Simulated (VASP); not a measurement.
# Te2Mo (P6_3/mmc) in VASP: notebook

Runs on Te2Mo. Level: PBE. Tasks: single point.

Program: VASP 6.6.1. These are calculated values, not measurements. Logs are shortened: lines on timing, memory, paths and dates and some standing lists are left out, and cuts for length are marked.

### Step 1. The cell of the first run

It takes space group P6_3/mmc (No. 194, hexagonal). The conventional cell has a = 3.564 Å, b = 3.564 Å, c = 14.157 Å, α = 90.00°, β = 90.00°, γ = 120.00°. Te (site symmetry 3m) has 3 Mo at 2.73 Å and 7 Te at 3.56 to 3.60 Å within 3.7 Å. Mo (site symmetry -6m2) has 6 Te at 2.73 Å and 6 Mo at 3.56 Å within 3.6 Å.

### Step 2. Single point, PBE (25.96 Å³/atom)

Input file INCAR:

```
PREC = Accurate
ENCUT = 520
EDIFF = 1E-7
ISMEAR = -1
SIGMA = 0.02
LREAL = False
LASPH = True
NELM = 80
ALGO = Normal
ISIF = 2
LWAVE = False
LCHARG = False
GGA = PE
NBANDS = 35
```

Input file KPOINTS:

```
regular mesh
0
Gamma
  14 14 3
```

Input file POSCAR:

```
Te2Mo
1.0
    3.5644974145      0.0000000000      0.0000000000
   -1.7822487073      3.0869453127      0.0000000000
    0.0000000000      0.0000000000     14.1574842452
Te Mo
4 2
Direct
    0.3333333333      0.6666666667      0.6228294925
    0.6666666667      0.3333333333      0.1228294925
    0.3333333333      0.6666666667      0.8771705075
    0.6666666667      0.3333333333      0.3771705075
    0.3333333333      0.6666666667      0.2500000000
    0.6666666667      0.3333333333      0.7500000000
```

Potentials or basis: VASP PAW PBE potentials, release 64 (Te, Mo_sv).

Run with:

```console
cat potpaw_PBE.64/Te/POTCAR potpaw_PBE.64/Mo_sv/POTCAR > POTCAR
mpirun -np 1 vasp_std > vasp.out
```

OUTCAR:

```text
PREC = Accurate
   ENCUT = 520
   EDIFF = 1E-7
   ISMEAR = -1
   LREAL = False
   LASPH = True
   NELM = 80
   ISIF = 2
   GGA = PE

 ion  position               nearest neighbor table
   1  0.333  0.667  0.623-   6 2.73   6 2.73   6 2.73   3 3.60
   2  0.667  0.333  0.123-   5 2.73   5 2.73   5 2.73   4 3.60
   3  0.333  0.667  0.877-   6 2.73   6 2.73   6 2.73   1 3.60
   4  0.667  0.333  0.377-   5 2.73   5 2.73   5 2.73   2 3.60
   5  0.333  0.667  0.250-   2 2.73   4 2.73   2 2.73   4 2.73   2 2.73   4 2.73
   6  0.667  0.333  0.750-   1 2.73   3 2.73   1 2.73   3 2.73   1 2.73   3 2.73

  LATTYP: Found a hexagonal cell.
 ALAT       =     3.5644974145
 C/A-ratio  =     3.9718037633

  Lattice vectors:

 A1 = (   3.5644974145,   0.0000000000,   0.0000000000)
 A2 = (  -1.7822487073,   3.0869453127,   0.0000000000)
 A3 = (   0.0000000000,   0.0000000000,  14.1574842452)

Analysis of symmetry for initial positions (statically):
=====================================================================
 Subroutine PRICEL returns:
 Original cell was already a primitive cell.

 Routine SETGRP: Setting up the symmetry group for a
 hexagonal supercell.

 Subroutine GETGRP returns: Found 24 space group operations
 (whereof 12 operations were pure point group operations)
 out of a pool of 24 trial point group operations.

The static configuration has the point symmetry D_3d.
 The point group associated with its full space group is D_6h.

Analysis of symmetry for dynamics (positions and initial velocities):
=====================================================================
 Subroutine PRICEL returns:
 Original cell was already a primitive cell.

 Routine SETGRP: Setting up the symmetry group for a
 hexagonal supercell.

 Subroutine GETGRP returns: Found 24 space group operations
 (whereof 12 operations were pure point group operations)
 out of a pool of 24 trial point group operations.

The dynamic configuration has the point symmetry D_3d.
 The point group associated with its full space group is D_6h.

 Subroutine INISYM returns: Found 24 space group operations
 (whereof 12 operations are pure point group operations),
 and found     1 'primitive' translations

----------------------------------------------------------------------------------------

                                     Primitive cell

  volume of cell :     155.7806

  direct lattice vectors                    reciprocal lattice vectors
     3.564497414  0.000000000  0.000000000     0.280544459  0.161972419  0.000000000
    -1.782248707  3.086945313  0.000000000     0.000000000  0.323944838  0.000000000
     0.000000000  0.000000000 14.157484245     0.000000000  0.000000000  0.070634018

  length of vectors
     3.564497414  3.564497415 14.157484245     0.323944838  0.323944838  0.070634018

  position of ions in fractional coordinates (direct lattice)
     0.333333333  0.666666667  0.622829493
     0.666666667  0.333333333  0.122829493
     0.333333333  0.666666667  0.877170507
     0.666666667  0.333333333  0.377170507
     0.333333333  0.666666667  0.250000000
     0.666666667  0.333333333  0.750000000

  ion indices of the primitive-cell ions
   primitive index   ion index
                 1           1
                 2           2
                 3           3
                 4           4
                 5           5
                 6           6

----------------------------------------------------------------------------------------

 KPOINTS: regular mesh

Automatic generation of k-mesh.
 Grid dimensions read from file:
 generate k-points for:   14   14    3

 Generating k-lattice:

  Cartesian coordinates                     Fractional coordinates (reciprocal lattice)
     0.020038890  0.011569459  0.000000000     0.071428571  0.000000000  0.000000000
     0.000000000  0.023138917  0.000000000     0.000000000  0.071428571  0.000000000
     0.000000000  0.000000000  0.023544673     0.000000000  0.000000000  0.333333333

  Length of vectors
     0.023138917  0.023138917  0.023544673

  Shift w.r.t. Gamma in fractional coordinates (k-lattice)
     0.000000000  0.000000000  0.000000000

 Subroutine IBZKPT returns following result:
 ===========================================

 Found     48 irreducible k-points:

 Following reciprocal coordinates:
            Coordinates               Weight
  0.000000  0.000000  0.000000      1.000000
  0.071429  0.000000  0.000000      6.000000
  0.142857  0.000000  0.000000      6.000000
  0.214286  0.000000  0.000000      6.000000
  0.285714 -0.000000  0.000000      6.000000
  0.357143  0.000000  0.000000      6.000000
[... 16 lines left out ...]
  0.285714  0.285714  0.000000      6.000000
  0.357143  0.285714  0.000000      6.000000
 [... further k-points ...]
   k-points           NKPTS =     48   k-points in BZ     NKDIM =     48   number of bands    NBANDS=     35
   number of dos      NEDOS =    301   number of ions     NIONS =      6
   total plane-waves  NPLWV =  84672
   dimension x,y,z NGX =    28 NGY =   28 NGZ =  108
   dimension x,y,z NGXF=    56 NGYF=   56 NGZF=  216
   ions per type =               4   2
   NGX,Y,Z   is equivalent  to a cutoff of  13.06, 13.06, 12.68 a.u.
   NGXF,Y,Z  is equivalent  to a cutoff of  26.12, 26.12, 25.36 a.u.
 SYSTEM =  unknown system
   PREC   = accura    normal or accurate (medium, high low for compatibility)
   ISTART =      0    job   : 0-new  1-cont  2-samecut
   ICHARG =      2    charge: 1-file 2-atom 10-const
   ISPIN  =      1    spin polarized calculation?
   LNONCOLLINEAR =      F non collinear calculations
   LSORBIT =      F    spin-orbit coupling
   LASPH  =      T    aspherical Exc in radial PAW
   ENCUT  =  520.0 eV  38.22 Ry    6.18 a.u.   6.63  6.63 26.32*2*pi/ulx,y,z
   NELM   =     80;   NELMIN=  2; NELMDL= -5     # of ELM steps
   EDIFF  = 0.1E-06   stopping-criterion for ELM
   LREAL  =      F    real-space projection
   EDIFFG = 0.1E-05   stopping-criterion for IOM
   NSW    =      0    number of steps for IOM
   IBRION =     -1    ionic relax: 0-MD 1-quasi-New 2-CG
   NFREE  =      0    steps in history (QN), initial steepest desc. (CG)
   ISIF   =      2    stress and relaxation
   ISYM   =      2    0-nonsym 1-usesym 2-fastsym
   POTIM  = 0.5000    time-step for ionic-motion
   TEBEG  =    0.0;   TEEND  =   0.0 temperature during run
   PSTRESS=    0.0 pullay stress
   NELECT =      52.0000    total number of electrons
   NUPDOWN=      -1.0000    fix difference up-down
   EMIN   =  10.00;   EMAX   =-10.00  energy-range for DOS
   EFERMI =   0.00;   METHOD = LEGACY
   ISMEAR =    -1;   SIGMA  =   0.02  broadening in eV -4-tet -1-fermi 0-gaus
   EFERMI_NEDOS =   21; number of points for ismear=-14 and -15
   IALGO  =     38    algorithm
   IMIX   =      4    mixing-type and parameters
     AMIX     =   0.40;   BMIX     =  1.00
     AMIX_MAG =   1.60;   BMIX_MAG =  1.00
  volume/ion in A,a.u.               =      25.96       175.21
  Fermi-wavevector in a.u.,A,eV,Ry     =   1.135633  2.146036 17.546934  1.289663
  Thomas-Fermi vector in A             =   2.272338
   LORBIT       =      0    0 simple, 1 ext, 2 COOP (PROOUT), +10 PAW based schemes
   GGA     = PE    functional components
   LHFCALC =     F    Hartree Fock is set to
   AEXX    =    0.0000 exact exchange contribution
   IVDW    =     0    specifies the selected vdW correction
   LEPSILON=     F    determine dielectric tensor
   LRPA    =     F    only Hartree local field effects (RPA)
 non-spin polarized calculation
  energy-cutoff  :      520.00
  volume of cell :      155.78
 maximum number of plane-waves:      4246
 NGX is ok and might be reduce to    28
   NGX = 13   NGY = 13   NGZ = 53

 number of electron      52.0000003 magnetization

 Free energy of the ion-electron system (eV)
  ---------------------------------------------------
  ext. energy  EPLUGINS =         0.00000000
  ---------------------------------------------------
  free energy    TOTEN  =       -36.04016433 eV

  energy without entropy =      -36.04016433  energy(sigma->0) =      -36.04016433

 E-fermi :   8.0421     XC(G=0): -10.2327

 val. band max:        7.6645534845   @ k =   0.0000   0.0000   0.0000
 cond. band min:       8.4391462694   @ k =   0.2143   0.2143   0.0000
 fundamental gap:      0.7745927849
 Fermi energy:         8.0421463994

 k-point     1 :       0.0000    0.0000    0.0000
  band No.  band energies     occupation
      1     -53.2039      2.00000
      2     -53.2039      2.00000
      3     -27.3435      2.00000
      4     -27.3434      2.00000
      5     -27.2522      2.00000
      6     -27.2522      2.00000
[... 27 lines left out ...]
     34      10.8691      0.00000
     35      13.0909      0.00000

 k-point     2 :       0.0714    0.0000    0.0000
  band No.  band energies     occupation
      1     -53.2035      2.00000
      2     -53.2035      2.00000
      3     -27.3422      2.00000
      4     -27.3422      2.00000
      5     -27.2578      2.00000
      6     -27.2578      2.00000
[... 27 lines left out ...]
     34      10.7330      0.00000
     35      13.4512      0.00000

 k-point     3 :       0.1429    0.0000    0.0000
  band No.  band energies     occupation
      1     -53.2023      2.00000
      2     -53.2023      2.00000
      3     -27.3388      2.00000
      4     -27.3388      2.00000
      5     -27.2735      2.00000
      6     -27.2735      2.00000
[... 27 lines left out ...]
     34      10.8157      0.00000
     35      13.8576      0.00000
[... 723 lines left out ...]
 k-point    23 :       0.2857    0.2857    0.0000
  band No.  band energies     occupation
      1     -53.1951      2.00000
      2     -53.1951      2.00000
      3     -27.3434      2.00000
      4     -27.3434      2.00000
      5     -27.3166      2.00000
      6     -27.3166      2.00000
[... 27 lines left out ...]
     34      11.6860      0.00000
     35      12.2535      0.00000

 k-point    24 :       0.3571    0.2857    0.0000
  band No.  band energies     occupation
      1     -53.1948      2.00000
      2     -53.1948      2.00000
      3     -27.3407      2.00000
      4     -27.3407      2.00000
      5     -27.3182      2.00000
      6     -27.3182      2.00000
[... 27 lines left out ...]
     34      11.5469      0.00000
     35      11.9209      0.00000

 [... further k-points ...]

------------------------ aborting loop because EDIFF is reached ----------------------------------------

  FORCE on cell =-STRESS in cart. coord.  units (eV):
  Direction    XX          YY          ZZ          XY          YZ          ZX
  --------------------------------------------------------------------------------------
  -------------------------------------------------------------------------------------
  Total        0.0428259      0.0428259      1.3292857     -0.0000000      0.0000000      0.0000000
  in kB        0.4404569      0.4404569     13.6714819     -0.0000000      0.0000000      0.0000000
  external PRESSURE =       4.8507986 kB  Pullay stress =       0.0000000 kB

 VOLUME and BASIS-vectors are now :
 -----------------------------------------------------------------------------
  energy-cutoff  :      520.00
  volume of cell :      155.78
      direct lattice vectors                 reciprocal lattice vectors
     3.564497414  0.000000000  0.000000000     0.280544459  0.161972419  0.000000000
    -1.782248707  3.086945313  0.000000000     0.000000000  0.323944838  0.000000000
     0.000000000  0.000000000 14.157484245     0.000000000  0.000000000  0.070634018

 POSITION                                       TOTAL-FORCE (eV/Angst)
 -----------------------------------------------------------------------------------
     -0.00000      2.05796      8.81770         0.000000     -0.000000     -0.017968
      1.78225      1.02898      1.73896        -0.000000     -0.000000     -0.017968
     -0.00000      2.05796     12.41853         0.000000     -0.000000      0.017968
      1.78225      1.02898      5.33979        -0.000000     -0.000000      0.017968
     -0.00000      2.05796      3.53937        -0.000000      0.000000      0.000000
      1.78225      1.02898     10.61811         0.000000      0.000000      0.000000
 -----------------------------------------------------------------------------------
    total drift:                                0.000000     -0.000000      0.000000

  FREE ENERGIE OF THE ION-ELECTRON SYSTEM (eV)
  ---------------------------------------------------
  free  energy   TOTEN  =       -36.0401643294 eV

  energy  without entropy=      -36.0401643293  energy(sigma->0) =      -36.04016433
```

It took 7.2 min on 1 thread of Oxide Virtual Turin-like, shared host; peak memory 0.37 GiB.

Results:

```yaml
Free_energy: -36.0402 eV
Pressure: 0.5 GPa
Largest_force: 0.018 eV/Å
Band_gap_on_the_k_mesh: 0.77 eV (least direct gap 1.03 eV)
```

Forces in eV/Å, atoms in the order of the input:
```
Te   0.000  0.000 -0.018
Te   0.000  0.000 -0.018
Te   0.000  0.000  0.018
Te   0.000  0.000  0.018
Mo   0.000  0.000  0.000
Mo   0.000  0.000  0.000
```

Caveat: semilocal functionals underestimate gaps, and a narrow one can read as zero; spin-orbit coupling is left out, which moves the levels of the heavy elements; this functional lacks dispersion, which binds layers or chains, so the pressure and a relaxed spacing across them are unreliable. A k mesh can miss the band edges.

### Step 3. Single point, PBE (26.46 Å³/atom)

This run uses another cell than the first one, of 26.46 Å³/atom.

Input file INCAR:

```
SYSTEM = Te2Mo
ALGO     = Normal         ! electronic algorithm
EDIFF    = 1E-6           ! SCF threshold, eV
ENCUT    = 520            ! plane-wave cutoff, eV
GGA      = PE             ! functional
ISIF     = 2              ! what is computed and relaxed
ISMEAR   = -1             ! smearing method
LASPH    = .True.         ! aspherical terms in the spheres
LCHARG   = .False.        ! write CHGCAR
LREAL    = .False.        ! projectors in reciprocal space
LWAVE    = .False.        ! write WAVECAR
NBANDS   = 35             ! bands
NELM     = 80             ! most SCF steps
PREC     = Accurate       ! precision mode
SIGMA    = 0.02           ! smearing width, eV
```

Input file KPOINTS:

```
k-points
0
Gamma
  14 14 3
  0 0 0
```

Input file POSCAR:

```
Te2Mo
1.0
    3.5872018318      0.0000000000      0.0000000000
   -1.7936009159      3.1066079149      0.0000000000
    0.0000000000      0.0000000000     14.2476617354
Te Mo
4 2
Direct
    0.3333333333      0.6666666667      0.6241654593
    0.6666666667      0.3333333333      0.1241654593
    0.3333333333      0.6666666667      0.8758345407
    0.6666666667      0.3333333333      0.3758345407
    0.3333333333      0.6666666667      0.2500000000
    0.6666666667      0.3333333333      0.7500000000
```

Potentials or basis: VASP PAW PBE potentials, release 64 (Te, Mo_sv).

Run with:

```console
cat potpaw_PBE.64/Te/POTCAR potpaw_PBE.64/Mo_sv/POTCAR > POTCAR
mpirun -np 1 vasp_std > vasp.out
```

Wall time 4.2 min (1 thread of Oxide Virtual Turin-like, shared host); peak memory 0.38 GiB.

It converged, with:

```
Free energy            : -36.0413 eV
Pressure               : -0.2 GPa
Largest force          : 0.023 eV/Å
Band gap on the k mesh : 0.79 eV (least direct gap 1.00 eV)
```

Forces on the atoms (eV/Å):
```
Te   0.000  0.000 -0.023
Te   0.000  0.000 -0.023
Te   0.000  0.000  0.023
Te   0.000  0.000  0.023
Mo   0.000  0.000  0.000
Mo   0.000  0.000  0.000
```

Stress tensor (GPa, compression positive):
```
-0.90  0.00  0.00
 0.00 -0.90  0.00
 0.00  0.00  1.08
```

Levels at points of the mesh, in eV from the valence-band top:
| k point | band 22 | band 23 | band 24 | band 25 | band 26 | band 27 | band 28 | band 29 | band 30 | band 31 |
| --- | --- | --- | --- | --- | --- | --- | --- | --- | --- | --- |
| (0.00, 0.00, 0.00) | -1.11 | -1.11 | -0.88 | -0.39 | 0.00 | 2.70 | 2.70 | 2.79 | 2.79 | 2.93 |
| (0.50, 0.00, 0.00) | -1.69 | -0.96 | -0.90 | -0.72 | -0.51 | 1.10 | 1.15 | 1.36 | 1.59 | 2.54 |

Caveat: semilocal functionals underestimate gaps, and a narrow one can read as zero; spin-orbit coupling is left out, which moves the levels of the heavy elements; this functional lacks dispersion, which binds layers or chains, so the pressure and a relaxed spacing across them are unreliable.
